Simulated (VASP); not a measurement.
## AlCo (rocksalt type): single point with PBE

The system is AlCo (rocksalt type).

```xyz
2
Lattice="0.0000 2.3944 2.3944 2.3944 0.0000 2.3944 2.3944 2.3944 0.0000" Properties=species:S:1:pos:R:3 pbc="T T T"
Co    0.0000    0.0000    0.0000
Al    2.3944    2.3944    2.3944
```

| Property | Result |
| --- | --- |
| Program | VASP 6.6.1 |
| Task | single point |
| Functional | PBE |
| Potentials or basis | VASP PAW PBE potentials, release 64 (Co, Al) |
| Cutoff | 520 eV |
| k mesh | 15 × 15 × 15 |
| Occupations | fermi-dirac, width 0.05 eV |
| Spin | no spin polarisation |
| Dipole correction | no |
| k mesh for the DOS | 23 × 23 × 23 |
| Occupations for the DOS | tetrahedron |
| Further INCAR settings | ALGO = Normal; EDIFF = 1e-07 |

```json
{"Valence electrons inside the program's atomic spheres": "Co 8.36; Al 0.84"}
```

Levels at points of the mesh, in eV from the Fermi level:
```
           k point  band 3  band 4  band 5  band 6  band 7  band 8  band 9  band 10
(0.00, 0.00, 0.00)   -1.44   -1.44   -1.29   -1.29    7.25    7.25    7.25    11.15
```

It took 3.7 min on 1 thread of AMD EPYC 7R13, with other jobs on the host, peak memory 0.22 GiB.

Caveat: the run has no spin polarisation, though such a crystal can be magnetic. Spin polarisation is off, so any magnetic state and its effect on volume and gap are missing.
